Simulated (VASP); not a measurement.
# Mg3Zn2O: single point with PBE

Mg3Zn2O:

```
Mg Zn O
1.0
     5.72635    0.00000    0.00000
    -2.86317    4.95916    0.00000
     0.00000    0.00000    4.35095
Mg Zn O
3 2 1
Direct
  0.50000 0.00000 0.50000
  0.50000 0.50000 0.50000
  0.00000 0.50000 0.50000
  0.33333 0.66667 0.00000
  0.66667 0.33333 0.00000
  0.00000 0.00000 0.00000
```

The cell was built from a structure type or drawn by symmetry, and may not be a known phase.

```json
{
 "Program": "VASP 6.6.1",
 "Task": "single point",
 "Functional": "PBE",
 "Potentials or basis": "VASP PAW PBE potentials, release 64 (Mg, Zn, O)",
 "Cutoff": "520 eV",
 "k mesh": "6 × 6 × 4",
 "Occupations": "gaussian, width 0.1 eV",
 "Spin": "collinear spin, ferromagnetic start",
 "Starting moments": "[0.0, 0.0, 0.0, 0.0, 0.0, 1.0] μB"
}
```

```
Pressure                                              : -0.2 GPa
Band gap on the k mesh                                : zero (filled and empty bands overlap)
Net moment                                            : -0.01 μB per cell
Valence electrons inside the program's atomic spheres : Mg 0.37; Zn 10.75; O 4.69
```

Stress tensor (GPa, compression positive):
```
-0.05  0.00  0.00
 0.00 -0.05  0.00
 0.00  0.00 -0.43
```

Levels at points of the mesh, in eV from the Fermi level:
Spin up:
| k point | band 15 | band 16 | band 17 | band 18 | band 19 | band 20 | band 21 | band 22 |
| --- | --- | --- | --- | --- | --- | --- | --- | --- |
| (0.00, 0.00, 0.00) | -1.55 | -1.14 | -0.96 | -0.96 | 0.48 | 1.36 | 2.06 | 2.06 |
| (0.50, 0.00, 0.00) | -0.83 | -0.73 | -0.52 | 0.18 | 0.69 | 1.67 | 2.51 | 2.96 |
| (0.00, 0.00, 0.50) | -1.40 | -1.22 | -1.22 | -0.92 | 0.52 | 0.52 | 2.08 | 2.08 |
| (0.50, 0.00, 0.50) | -3.43 | -1.70 | -1.43 | -0.46 | 0.79 | 1.12 | 1.77 | 2.02 |
Spin down:
| k point | band 16 | band 17 | band 18 | band 19 | band 20 | band 21 |
| --- | --- | --- | --- | --- | --- | --- |
| (0.00, 0.00, 0.00) | -1.15 | -0.96 | -0.96 | 0.48 | 1.37 | 2.05 |
| (0.50, 0.00, 0.00) | -0.74 | -0.52 | 0.17 | 0.69 | 1.67 | 2.51 |
| (0.00, 0.00, 0.50) | -1.24 | -1.24 | -0.93 | 0.52 | 0.52 | 2.08 |
| (0.50, 0.00, 0.50) | -1.71 | -1.44 | -0.48 | 0.79 | 1.12 | 1.76 |

It took 3.6 min on 1 thread of Intel(R) Xeon(R) 6975P-C (Granite Rapids), with other jobs on the host, peak memory 0.38 GiB.

Caveat: the k points lie up to 0.36 Å⁻¹ apart, too coarse for converged energies and pressures of a metal.
